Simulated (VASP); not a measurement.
# Pt (Fm-3m) in VASP: a series of runs

Runs on Pt. Level: PBE. Tasks: single point.

Everything below comes from runs of VASP 6.6.1. Logs are shortened: lines on timing, memory, paths and dates and some standing lists are left out, and cuts for length are marked.

### 1 The cell of the first run

The structure is cubic, space group Fm-3m (No. 225). The conventional cell has a = 3.920 Å, b = 3.920 Å, c = 3.920 Å, α = 90.00°, β = 90.00°, γ = 90.00°. Pt (site symmetry m-3m) has 12 Pt at 2.77 Å within 3.7 Å.

### 2 Single point, PBE

File INCAR:

```
SYSTEM = Pt
PREC = Accurate
ENCUT = 520
EDIFF = 1E-6
ISMEAR = 0
SIGMA = 0.05
LREAL = .False.
LASPH = .True.
NELM = 100
ALGO = Fast
ISIF = 2
LWAVE = .False.
LCHARG = .True.
GGA = PE
LELF = .True.
LVHAR = .True.
NBANDS = 11
```

File KPOINTS:

```
regular mesh
0
Gamma
  8 8 8
  0 0 0
```

File POSCAR:

```
Pt
1.0
    0.0000000000      1.9600000000      1.9600000000
    1.9600000000      0.0000000000      1.9600000000
    1.9600000000      1.9600000000      0.0000000000
Pt
1
Direct
    0.0000000000      0.0000000000      0.0000000000
```

Potentials or basis: VASP PAW PBE potentials, release 64 (Pt).

Command:

```sh
> cat potpaw_PBE.64/Pt/POTCAR > POTCAR
> mpirun -np 1 vasp_std > vasp.out
```

OUTCAR:

```text
SYSTEM = Pt
   PREC = Accurate
   ENCUT = 520
   EDIFF = 1E-6
   ISMEAR = 0
   LREAL = .False.
   LASPH = .True.
   NELM = 100
   ISIF = 2
   GGA = PE

 ion  position               nearest neighbor table
   1  0.000  0.000  0.000-

  LATTYP: Found a face centered cubic cell.
 ALAT       =     3.9200000000

  Lattice vectors:

 A1 = (   0.0000000000,   1.9600000000,   1.9600000000)
 A2 = (   1.9600000000,   0.0000000000,   1.9600000000)
 A3 = (   1.9600000000,   1.9600000000,   0.0000000000)

Analysis of symmetry for initial positions (statically):
=====================================================================
 Subroutine PRICEL returns:
 Original cell was already a primitive cell.

 Routine SETGRP: Setting up the symmetry group for a
 face centered cubic supercell.

 Subroutine GETGRP returns: Found 48 space group operations
 (whereof 48 operations were pure point group operations)
 out of a pool of 48 trial point group operations.

The static configuration has the point symmetry O_h .

Analysis of symmetry for dynamics (positions and initial velocities):
=====================================================================
 Subroutine PRICEL returns:
 Original cell was already a primitive cell.

 Routine SETGRP: Setting up the symmetry group for a
 face centered cubic supercell.

 Subroutine GETGRP returns: Found 48 space group operations
 (whereof 48 operations were pure point group operations)
 out of a pool of 48 trial point group operations.

The dynamic configuration has the point symmetry O_h .

 Subroutine INISYM returns: Found 48 space group operations
 (whereof 48 operations are pure point group operations),
 and found     1 'primitive' translations

----------------------------------------------------------------------------------------

                                     Primitive cell

  volume of cell :      15.0591

  direct lattice vectors                    reciprocal lattice vectors
     0.000000000  1.960000000  1.960000000    -0.255102041  0.255102041  0.255102041
     1.960000000  0.000000000  1.960000000     0.255102041 -0.255102041  0.255102041
     1.960000000  1.960000000  0.000000000     0.255102041  0.255102041 -0.255102041

  length of vectors
     2.771858582  2.771858582  2.771858582     0.441849696  0.441849696  0.441849696

  position of ions in fractional coordinates (direct lattice)
     0.000000000  0.000000000  0.000000000

  ion indices of the primitive-cell ions
   primitive index   ion index
                 1           1

----------------------------------------------------------------------------------------

 KPOINTS: regular mesh

Automatic generation of k-mesh.
 Grid dimensions read from file:
 generate k-points for:    8    8    8

 Generating k-lattice:

  Cartesian coordinates                     Fractional coordinates (reciprocal lattice)
    -0.031887755  0.031887755  0.031887755     0.125000000  0.000000000  0.000000000
     0.031887755 -0.031887755  0.031887755     0.000000000  0.125000000  0.000000000
     0.031887755  0.031887755 -0.031887755     0.000000000  0.000000000  0.125000000

  Length of vectors
     0.055231212  0.055231212  0.055231212

  Shift w.r.t. Gamma in fractional coordinates (k-lattice)
     0.000000000  0.000000000  0.000000000

 Subroutine IBZKPT returns following result:
 ===========================================

 Found     29 irreducible k-points:

 Following reciprocal coordinates:
            Coordinates               Weight
  0.000000  0.000000  0.000000      1.000000
  0.125000  0.000000  0.000000      8.000000
  0.250000  0.000000  0.000000      8.000000
  0.375000  0.000000  0.000000      8.000000
  0.500000  0.000000  0.000000      4.000000
  0.125000  0.125000  0.000000      6.000000
[... 16 lines left out ...]
  0.500000  0.250000  0.125000     48.000000
 -0.375000  0.250000  0.125000     24.000000
 [... further k-points ...]
   k-points           NKPTS =     29   k-points in BZ     NKDIM =     29   number of bands    NBANDS=     11
   number of dos      NEDOS =    301   number of ions     NIONS =      1
   total plane-waves  NPLWV =  13824
   dimension x,y,z NGX =    24 NGY =   24 NGZ =   24
   dimension x,y,z NGXF=    48 NGYF=   48 NGZF=   48
   ions per type =               1
   NGX,Y,Z   is equivalent  to a cutoff of  14.39, 14.39, 14.39 a.u.
   NGXF,Y,Z  is equivalent  to a cutoff of  28.79, 28.79, 28.79 a.u.
 SYSTEM =  Pt
   PREC   = accura    normal or accurate (medium, high low for compatibility)
   ISTART =      0    job   : 0-new  1-cont  2-samecut
   ICHARG =      2    charge: 1-file 2-atom 10-const
   ISPIN  =      1    spin polarized calculation?
   LNONCOLLINEAR =      F non collinear calculations
   LSORBIT =      F    spin-orbit coupling
   LASPH  =      T    aspherical Exc in radial PAW
   ENCUT  =  520.0 eV  38.22 Ry    6.18 a.u.   5.15  5.15  5.15*2*pi/ulx,y,z
   NELM   =    100;   NELMIN=  2; NELMDL= -5     # of ELM steps
   EDIFF  = 0.1E-05   stopping-criterion for ELM
   LREAL  =      F    real-space projection
   EDIFFG = 0.1E-04   stopping-criterion for IOM
   NSW    =      0    number of steps for IOM
   IBRION =     -1    ionic relax: 0-MD 1-quasi-New 2-CG
   NFREE  =      0    steps in history (QN), initial steepest desc. (CG)
   ISIF   =      2    stress and relaxation
   ISYM   =      2    0-nonsym 1-usesym 2-fastsym
   POTIM  = 0.5000    time-step for ionic-motion
   TEBEG  =    0.0;   TEEND  =   0.0 temperature during run
   PSTRESS=    0.0 pullay stress
   NELECT =      10.0000    total number of electrons
   NUPDOWN=      -1.0000    fix difference up-down
   EMIN   =  10.00;   EMAX   =-10.00  energy-range for DOS
   EFERMI =   0.00;   METHOD = LEGACY
   ISMEAR =     0;   SIGMA  =   0.05  broadening in eV -4-tet -1-fermi 0-gaus
   EFERMI_NEDOS =   21; number of points for ismear=-14 and -15
   IALGO  =     68    algorithm
   IMIX   =      4    mixing-type and parameters
     AMIX     =   0.40;   BMIX     =  1.00
     AMIX_MAG =   1.60;   BMIX_MAG =  1.00
  volume/ion in A,a.u.               =      15.06       101.62
  Fermi-wavevector in a.u.,A,eV,Ry     =   1.428265  2.699029 27.755077  2.039941
  Thomas-Fermi vector in A             =   2.548345
   LORBIT       =      0    0 simple, 1 ext, 2 COOP (PROOUT), +10 PAW based schemes
   GGA     = PE    functional components
   LHFCALC =     F    Hartree Fock is set to
   AEXX    =    0.0000 exact exchange contribution
   IVDW    =     0    specifies the selected vdW correction
   LEPSILON=     F    determine dielectric tensor
   LRPA    =     F    only Hartree local field effects (RPA)
 non-spin polarized calculation
 RMM-DIIS sequential band-by-band and
 Gauss-broadening in eV      SIGMA  =   0.05
  energy-cutoff  :      520.00
  volume of cell :       15.06
 maximum number of plane-waves:       416
 NGX is ok and might be reduce to    24
   NGX = 11   NGY = 11   NGZ = 11

 number of electron      10.0000000 magnetization

 Free energy of the ion-electron system (eV)
  ---------------------------------------------------
  ext. energy  EPLUGINS =         0.00000000
  ---------------------------------------------------
  free energy    TOTEN  =        -6.06832022 eV

  energy without entropy =       -6.06563393  energy(sigma->0) =       -6.06697707

 E-fermi :  11.2445     XC(G=0): -13.5068

 val. band max:       11.2255041605   @ k =  -0.2500   0.1250   0.0000
 cond. band min:      11.2585345588   @ k =   0.5000   0.5000   0.0000
 fundamental gap:      0.0330303983
 Fermi energy:        11.2444781208

 k-point     1 :       0.0000    0.0000    0.0000
  band No.  band energies     occupation
      1       1.0604      2.00000
      2       7.4655      2.00000
      3       7.4655      2.00000
      4       7.4655      2.00000
      5       9.6209      2.00000
      6       9.6209      2.00000
      7      25.9330      0.00000
      8      30.9069      0.00000
      9      30.9069      0.00000
     10      30.9069      0.00000
     11      36.2660      0.00000

 k-point     2 :       0.1250    0.0000    0.0000
  band No.  band energies     occupation
      1       1.6719      2.00000
      2       7.2236      2.00000
      3       7.6848      2.00000
      4       7.6848      2.00000
      5       9.5201      2.00000
      6       9.5201      2.00000
      7      26.8257      0.00000
      8      28.4474      0.00000
      9      31.8479      0.00000
     10      31.8479      0.00000
     11      37.5738      0.00000

 k-point     3 :       0.2500    0.0000    0.0000
  band No.  band energies     occupation
      1       3.1060      2.00000
      2       7.1223      2.00000
      3       7.8388      2.00000
      4       7.8388      2.00000
      5       9.7985      2.00000
      6       9.7985      2.00000
      7      24.6052      0.00000
      8      27.6738      0.00000
      9      33.9584      0.00000
     10      33.9584      0.00000
     11      34.8310      0.00000

 k-point     4 :       0.3750    0.0000    0.0000
  band No.  band energies     occupation
      1       3.8936      2.00000
      2       7.5591      2.00000
      3       7.5591      2.00000
      4       8.7909      2.00000
      5      10.7583      2.00000
      6      10.7583      2.00000
      7      20.0777      0.00000
      8      26.1997      0.00000
      9      31.7051      0.00000
     10      31.7051      0.00000
     11      37.7317      0.00000
[... 239 lines left out ...]
 k-point    22 :       0.3750    0.2500    0.1250
  band No.  band energies     occupation
      1       4.3875      2.00000
      2       6.1477      2.00000
      3       7.4500      2.00000
      4       9.1265      2.00000
      5       9.2134      2.00000
      6      11.2761      0.37182
      7      24.8232      0.00000
      8      27.0478      0.00000
      9      29.2617      0.00000
     10      31.5195      0.00000
     11      35.6043      0.00000

 k-point    23 :       0.5000    0.2500    0.1250
  band No.  band energies     occupation
      1       5.1965      2.00000
      2       6.6484      2.00000
      3       6.9385      2.00000
      4       8.8322      2.00000
      5      10.5156      2.00000
      6      13.1976      0.00000
      7      20.5687      0.00000
      8      25.6972      0.00000
      9      27.5232      0.00000
     10      31.7921      0.00000
     11      35.6043      0.00000

 k-point    24 :      -0.3750    0.2500    0.1250
  band No.  band energies     occupation
      1       5.2161      2.00000
      2       6.4400      2.00000
      3       7.8141      2.00000
      4       8.5671      2.00000
      5      11.0633      2.00000
      6      15.7087      0.00000
      7      16.8034      0.00000
      8      26.0282      0.00000
      9      26.3831      0.00000
     10      30.4678      0.00000
     11      37.4995      0.00000

 [... further k-points ...]
[... 5 lines left out ...]
  --------------------------------------------------------------------------------------
  -------------------------------------------------------------------------------------
  Total        0.8622215      0.8622215      0.8622215      0.0000000      0.0000000      0.0000000
  in kB       91.7341892     91.7341892     91.7341892      0.0000000      0.0000000      0.0000000
  external PRESSURE =      91.7341892 kB  Pullay stress =       0.0000000 kB

 VOLUME and BASIS-vectors are now :
 -----------------------------------------------------------------------------
  energy-cutoff  :      520.00
  volume of cell :       15.06
      direct lattice vectors                 reciprocal lattice vectors
     0.000000000  1.960000000  1.960000000    -0.255102041  0.255102041  0.255102041
     1.960000000  0.000000000  1.960000000     0.255102041 -0.255102041  0.255102041
     1.960000000  1.960000000  0.000000000     0.255102041  0.255102041 -0.255102041

 POSITION                                       TOTAL-FORCE (eV/Angst)
 -----------------------------------------------------------------------------------
      0.00000      0.00000      0.00000         0.000000      0.000000     -0.000000
 -----------------------------------------------------------------------------------
    total drift:                               -0.000000      0.000000     -0.000000

  FREE ENERGIE OF THE ION-ELECTRON SYSTEM (eV)
  ---------------------------------------------------
  free  energy   TOTEN  =        -6.0683202189 eV

  energy  without entropy=       -6.0656339260  energy(sigma->0) =       -6.06697707
```

It took 4.6 s on 1 thread of Intel Xeon Platinum 8559C (Emerald Rapids), shared host; peak memory 0.14 GiB.

What came out:

```yaml
Free_energy: -6.0683 eV
Pressure: 9.2 GPa
Band_gap_on_the_k_mesh: zero (band 5 reaches 11.75 eV, above the bottom of band 6 at 9.52 eV)
```

Caveat: spin-orbit coupling is left out, which moves the levels of the heavy elements.

[end of part 1 of 2]
